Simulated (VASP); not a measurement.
# Sc (I4/mmm) in VASP: notebook

Sc is run at these levels: LDA; tasks: single point.

Everything below comes from runs of VASP 6.6.1. Logs are shortened: lines on timing, memory, paths and dates and some standing lists are left out, and cuts for length are marked.

### Step 1. The cell of the first run

It takes space group I4/mmm (No. 139, tetragonal). Conventional cell: a = 3.259 Å, b = 3.259 Å, c = 4.677 Å, α = 90.00°, β = 90.00°, γ = 90.00°. Sc (site symmetry 4/mmm) has 12 Sc at 3.26 to 3.28 Å within 4.3 Å.

### Step 2. Single point, LDA (strain +0.015 along x and y, +0.030 along z)

Input file INCAR:

```
ALGO = Normal
EDIFF = 1E-7
ENCUT = 520
ISIF = 2
ISMEAR = 0
LASPH = True
LCHARG = False
LREAL = False
LWAVE = False
NBANDS = 12
NELM = 100
PREC = Accurate
SIGMA = 0.15
```

Input file KPOINTS:

```
k-points
0
Gamma
  18 18 18
```

Input file POSCAR:

```
Sc
1.0
    0.0000000000      2.3045575000      2.3386150000
    2.3045575000      0.0000000000      2.3386150000
    2.3045575000      2.3045575000      0.0000000000
Sc
1
Direct
    0.0000000000      0.0000000000      0.0000000000
```

Potentials or basis: VASP PAW LDA potentials, release 64 (Sc_sv).

Command:

```bash
$ cat potpaw_LDA.64/Sc_sv/POTCAR > POTCAR
$ mpirun -np 1 vasp_std > vasp.out
```

OUTCAR:

```text
EDIFF = 1E-7
   ENCUT = 520
   ISIF = 2
   ISMEAR = 0
   LASPH = True
   LREAL = False
   NELM = 100
   PREC = Accurate

 ion  position               nearest neighbor table
   1  0.000  0.000  0.000-

  LATTYP: Found a body centered tetragonal cell.
 ALAT       =     3.2591364718
 C/A-ratio  =     1.4351132702

  Lattice vectors:

 A1 = (  -2.3045575000,   0.0000000000,   2.3386150000)
 A2 = (   2.3045575000,   0.0000000000,   2.3386150000)
 A3 = (   0.0000000000,   2.3045575000,  -2.3386150000)

Analysis of symmetry for initial positions (statically):
=====================================================================
 Subroutine PRICEL returns:
 Original cell was already a primitive cell.

 Routine SETGRP: Setting up the symmetry group for a
 body centered tetragonal supercell.

 Subroutine GETGRP returns: Found 16 space group operations
 (whereof 16 operations were pure point group operations)
 out of a pool of 16 trial point group operations.

The static configuration has the point symmetry D_4h.

Analysis of symmetry for dynamics (positions and initial velocities):
=====================================================================
 Subroutine PRICEL returns:
 Original cell was already a primitive cell.

 Routine SETGRP: Setting up the symmetry group for a
 body centered tetragonal supercell.

 Subroutine GETGRP returns: Found 16 space group operations
 (whereof 16 operations were pure point group operations)
 out of a pool of 16 trial point group operations.

The dynamic configuration has the point symmetry D_4h.

 Subroutine INISYM returns: Found 16 space group operations
 (whereof 16 operations are pure point group operations),
 and found     1 'primitive' translations

----------------------------------------------------------------------------------------

                                     Primitive cell

  volume of cell :      24.8407

  direct lattice vectors                    reciprocal lattice vectors
     0.000000000  2.304557500  2.338615000    -0.216961391  0.216961391  0.213801759
     2.304557500  0.000000000  2.338615000     0.216961391 -0.216961391  0.213801759
     2.304557500  2.304557500  0.000000000     0.216961391  0.216961391 -0.213801759

  length of vectors
     3.283307081  3.283307081  3.259136472     0.373972836  0.373972836  0.373972836

  position of ions in fractional coordinates (direct lattice)
     0.000000000  0.000000000  0.000000000

  ion indices of the primitive-cell ions
   primitive index   ion index
                 1           1
[... 74 lines left out ...]
   EDIFFG = 0.1E-05   stopping-criterion for IOM
   NSW    =      0    number of steps for IOM
   IBRION =     -1    ionic relax: 0-MD 1-quasi-New 2-CG
   NFREE  =      0    steps in history (QN), initial steepest desc. (CG)
   ISIF   =      2    stress and relaxation
   ISYM   =      2    0-nonsym 1-usesym 2-fastsym
   POTIM  = 0.5000    time-step for ionic-motion
   TEBEG  =    0.0;   TEEND  =   0.0 temperature during run
   PSTRESS=    0.0 pullay stress
   NELECT =      11.0000    total number of electrons
   NUPDOWN=      -1.0000    fix difference up-down
   EMIN   =  10.00;   EMAX   =-10.00  energy-range for DOS
   EFERMI =   0.00;   METHOD = LEGACY
   ISMEAR =     0;   SIGMA  =   0.15  broadening in eV -4-tet -1-fermi 0-gaus
   EFERMI_NEDOS =   21; number of points for ismear=-14 and -15
   IALGO  =     38    algorithm
   IMIX   =      4    mixing-type and parameters
     AMIX     =   0.40;   BMIX     =  1.00
     AMIX_MAG =   1.60;   BMIX_MAG =  1.00
  volume/ion in A,a.u.               =      24.84       167.63
  Fermi-wavevector in a.u.,A,eV,Ry     =   1.247818  2.358033 21.184936  1.557049
  Thomas-Fermi vector in A             =   2.381933
   LORBIT       =      0    0 simple, 1 ext, 2 COOP (PROOUT), +10 PAW based schemes
   GGA     = CA    functional components
   LHFCALC =     F    Hartree Fock is set to
   AEXX    =    0.0000 exact exchange contribution
   IVDW    =     0    specifies the selected vdW correction
   LEPSILON=     F    determine dielectric tensor
   LRPA    =     F    only Hartree local field effects (RPA)
 non-spin polarized calculation
 Gauss-broadening in eV      SIGMA  =   0.15
  energy-cutoff  :      520.00
  volume of cell :       24.84
 maximum number of plane-waves:       684
   NGX = 13   NGY = 13   NGZ = 13

 number of electron      11.0000000 magnetization

 Free energy of the ion-electron system (eV)
  ---------------------------------------------------
  ext. energy  EPLUGINS =         0.00000000
  ---------------------------------------------------
  free energy    TOTEN  =        -6.65337058 eV

  energy without entropy =       -6.63129170  energy(sigma->0) =       -6.64233114

 E-fermi :   3.4770     XC(G=0): -10.1079

 val. band max:        3.4767336435   @ k =  -0.3333   0.0556   0.2222
 cond. band min:       3.4771139567   @ k =   0.4444   0.0000   0.1667
 fundamental gap:      0.0003803131
 Fermi energy:         3.4770150378

 k-point     1 :       0.0000    0.0000    0.0000
  band No.  band energies     occupation
      1     -45.3729      2.00000
      2     -24.1284      2.00000
      3     -24.1283      2.00000
      4     -24.1283      2.00000
      5      -1.6508      2.00000
      6       4.9256      0.00000
      7       5.0214      0.00000
      8       5.0214      0.00000
      9       6.2872      0.00000
     10       6.3986      0.00000
     11      16.0444      0.00000
     12      19.1708      0.00000
[... 331 lines left out ...]
 k-point    24 :      -0.2222    0.0556    0.0000
  band No.  band energies     occupation
      1     -45.3429      2.00000
      2     -24.3228      2.00000
      3     -24.1674      2.00000
      4     -24.1472      2.00000
      5      -0.2325      2.00000
      6       4.1899      0.00000
      7       5.1152      0.00000
      8       5.3008      0.00000
      9       6.1931      0.00000
     10       6.5497      0.00000
     11      14.0444      0.00000
     12      16.5191      0.00000

 [... further k-points ...]
[... 5 lines left out ...]
  --------------------------------------------------------------------------------------
  -------------------------------------------------------------------------------------
  Total       -0.7630869     -0.7630869     -0.8330796      0.0000000      0.0000000     -0.0000000
  in kB      -49.2176378    -49.2176378    -53.7320336      0.0000000      0.0000000     -0.0000000
  external PRESSURE =     -50.7224364 kB  Pullay stress =       0.0000000 kB

 VOLUME and BASIS-vectors are now :
 -----------------------------------------------------------------------------
  energy-cutoff  :      520.00
  volume of cell :       24.84
      direct lattice vectors                 reciprocal lattice vectors
     0.000000000  2.304557500  2.338615000    -0.216961391  0.216961391  0.213801759
     2.304557500  0.000000000  2.338615000     0.216961391 -0.216961391  0.213801759
     2.304557500  2.304557500  0.000000000     0.216961391  0.216961391 -0.213801759

 POSITION                                       TOTAL-FORCE (eV/Angst)
 -----------------------------------------------------------------------------------
      0.00000      0.00000      0.00000         0.000000      0.000000      0.000000
 -----------------------------------------------------------------------------------
    total drift:                                0.000000      0.000000      0.000000

  FREE ENERGIE OF THE ION-ELECTRON SYSTEM (eV)
  ---------------------------------------------------
  free  energy   TOTEN  =        -6.6533705840 eV

  energy  without entropy=       -6.6312917042  energy(sigma->0) =       -6.64233114
```

OSZICAR:

```text
N       E                     dE             d eps       ncg     rms          rms(c)
DAV:   1     0.740127915594E+02    0.74013E+02   -0.50355E+03 11592   0.909E+02
DAV:   2    -0.578799909607E+01   -0.79801E+02   -0.78134E+02 11568   0.291E+02
DAV:   3    -0.735507181868E+01   -0.15671E+01   -0.15343E+01 16512   0.548E+01
DAV:   4    -0.737711155135E+01   -0.22040E-01   -0.22019E-01 15688   0.474E+00
DAV:   5    -0.737732909127E+01   -0.21754E-03   -0.21754E-03 15240   0.376E-01    0.528E+00
DAV:   6    -0.673823922999E+01    0.63909E+00   -0.96265E-01 17588   0.145E+01    0.148E+00
DAV:   7    -0.665991047234E+01    0.78329E-01   -0.15687E-01 18552   0.547E+00    0.538E-01
DAV:   8    -0.665402328099E+01    0.58872E-02   -0.16010E-02 12928   0.194E+00    0.175E-01
DAV:   9    -0.665338500735E+01    0.63827E-03   -0.23929E-03 17776   0.733E-01    0.322E-02
DAV:  10    -0.665337216671E+01    0.12841E-04   -0.11984E-04 17856   0.149E-01    0.826E-03
DAV:  11    -0.665337057926E+01    0.15875E-05   -0.45049E-06 18076   0.318E-02    0.797E-04
DAV:  12    -0.665337058398E+01   -0.47287E-08   -0.20948E-08  8380   0.179E-03
   1 F= -.66533706E+01 E0= -.66423311E+01  d E =-.220789E-01
```

stdout:

```text
POSCAR found type information on POSCAR Sc
 POSCAR found :  1 types and       1 ions
 scaLAPACK will be used
 LDA part: xc-table for (Slater(with rela. corr.)+CA(PZ))
 , standard interpolation
 POSCAR, INCAR and KPOINTS ok, starting setup
 FFT: planning ... GRIDC
 FFT: planning ... GRID_SOFT
 FFT: planning ... GRID
 WAVECAR not read
 entering main loop
```

Run time: 35 s. Hardware: 1 thread of Intel Xeon 6975P-C (Granite Rapids), shared host; peak memory 0.23 GiB.

What came out:

* Free energy: -6.6534 eV
* Pressure: -5.1 GPa

Levels at points of the mesh, in eV from the Fermi level:
```csv
k point,band 3,band 4,band 5,band 6,band 7,band 8
"(0.00, 0.00, 0.00)",-27.61,-27.61,-5.13,1.45,1.54,1.54
"(0.50, 0.00, 0.00)",-27.66,-27.65,-1.77,0.31,1.35,1.46
"(0.50, 0.50, 0.00)",-27.74,-27.74,-1.53,-0.63,1.82,3.76
"(0.50, 0.00, 0.50)",-27.76,-27.74,-1.51,-0.66,2.03,3.75
```

Caveat: the cell differs from its parent crystal (strain +0.015 along x and y, +0.030 along z).

### Step 3. Single point, LDA (strain +0.030 along x and y, +0.015 along z)

Changes to INCAR since step 2:

```diff
@@ -10,3 +10,3 @@
 NBANDS = 12
-NELM = 100
+NELM = 60
 PREC = Accurate
```

KPOINTS is that of step 2.

Input file POSCAR:

```
Sc
1.0
    0.0000000000      2.3386150000      2.3045575000
    2.3386150000      0.0000000000      2.3045575000
    2.3386150000      2.3386150000      0.0000000000
Sc
1
Direct
    0.0000000000      0.0000000000      0.0000000000
```

Potentials or basis: VASP PAW LDA potentials, release 64 (Sc_sv).

Command:

```bash
$ cat potpaw_LDA.64/Sc_sv/POTCAR > POTCAR
$ mpirun -np 1 vasp_std > vasp.out
```

Wall time 37 s (1 thread of Intel Xeon 6975P-C (Granite Rapids), shared host); peak memory 0.24 GiB.

The run converged. Its results:

```
Free energy : -6.6412 eV
Pressure    : -5.7 GPa
```

Stress tensor (GPa, compression positive):
```
-5.80  0.00  0.00
 0.00 -5.80  0.00
 0.00  0.00 -5.38
```

Levels at points of the mesh, in eV from the Fermi level:
| k point | band 2 | band 3 | band 4 | band 5 | band 6 | band 7 | band 8 | band 9 |
| --- | --- | --- | --- | --- | --- | --- | --- | --- |
| (0.00, 0.00, 0.00) | -27.65 | -27.65 | -27.65 | -5.10 | 1.46 | 1.46 | 1.55 | 2.77 |
| (0.50, 0.00, 0.00) | -28.03 | -27.71 | -27.70 | -1.75 | 0.28 | 1.33 | 1.44 | 3.68 |
| (0.50, 0.50, 0.00) | -28.01 | -27.79 | -27.79 | -1.47 | -0.65 | 2.05 | 3.69 | 3.93 |
| (0.50, 0.00, 0.50) | -28.01 | -27.79 | -27.78 | -1.49 | -0.62 | 1.84 | 3.69 | 3.89 |

Caveat: the cell differs from its parent crystal (strain +0.030 along x and y, +0.015 along z).
